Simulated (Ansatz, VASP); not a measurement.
## InBiO: VASP beside Ansatz

Contents of INCAR:

```
PREC = Accurate ; ENCUT = 520
EDIFF = 1E-6 ; ISMEAR = 0
SIGMA = 0.1 ; LREAL = F
LASPH = T ; NELM = 60
ALGO = Normal ; ISIF = 2
LWAVE = F ; LCHARG = T
GGA = PE ; LELF = T
LVHAR = T ; NBANDS = 43
```

The input KPOINTS:

```
Automatic mesh
0
Gamma
  4 4 4
```

POSCAR

```
InBiO
1.0
   -2.9266131700      2.9266131700      3.7400731300
    2.9266131700     -2.9266131700      3.7400731300
    2.9266131700      2.9266131700     -3.7400731300
In Bi O
2 2 2
Direct
    0.7923555700      0.7923555700      0.0000000000
    0.2076444300      0.2076444300      0.0000000000
    0.5000000000      0.0000000000      0.5000000000
    0.0000000000      0.5000000000      0.5000000000
    0.7500000000      0.2500000000      0.5000000000
    0.2500000000      0.7500000000      0.5000000000
```

Input for Ansatz:

```yaml
crystal:
  lattice:
    - [-2.92661317, 2.92661317, 3.74007313]
    - [2.92661317, -2.92661317, 3.74007313]
    - [2.92661317, 2.92661317, -3.74007313]
  atoms:
    - { symbol: In, position: [0.79235557, 0.79235557, 0.0] }
    - { symbol: In, position: [0.20764443, 0.20764443, 0.0] }
    - { symbol: Bi, position: [0.5, 0.0, 0.5] }
    - { symbol: Bi, position: [0.0, 0.5, 0.5] }
    - { symbol: O, position: [0.75, 0.25, 0.5] }
    - { symbol: O, position: [0.25, 0.75, 0.5] }
basis:
  ecutwfc: 420
kpoints:
  mp_grid: { grid: [4, 4, 4] }
hamiltonian:
  xc: pbe
scf:
  occupations: { method: gaussian, width: 0.1 }
  lower_state_search: "off"
output:
  forces: true
  stress: true
  eigenvalues: true
```

Alike in both runs: task single point; functional PBE; k mesh 4 × 4 × 4; occupations gaussian, width 0.1 eV; no spin polarisation.

```csv
,VASP,Ansatz
version,VASP 6.6.1,Ansatz 0.2.0
potentials or method,"VASP PAW PBE potentials, release 64 (In_d, Bi_d, O), cutoff 520 eV","scalar-relativistic, plane waves, PAW"
valence electrons in the cell,68,68
```

|  | VASP | Ansatz | Ansatz less VASP |
| --- | --- | --- | --- |
| gap on the k mesh at the Fermi level (eV) | none | none | - |
| rms of the force components (eV/Å) | 0.156 | 0.155 | -0.0016 |

Atom by atom the forces differ by 0.002 eV/Å (rms over components). A gap of «none» marks a metal or a gap that the smearing closes. The functional is the same, so the differences come from potentials, cutoffs and numerics.

The k mesh is coarse, so the values compare programs but aren't converged. Neither program's run includes spin-orbit coupling.
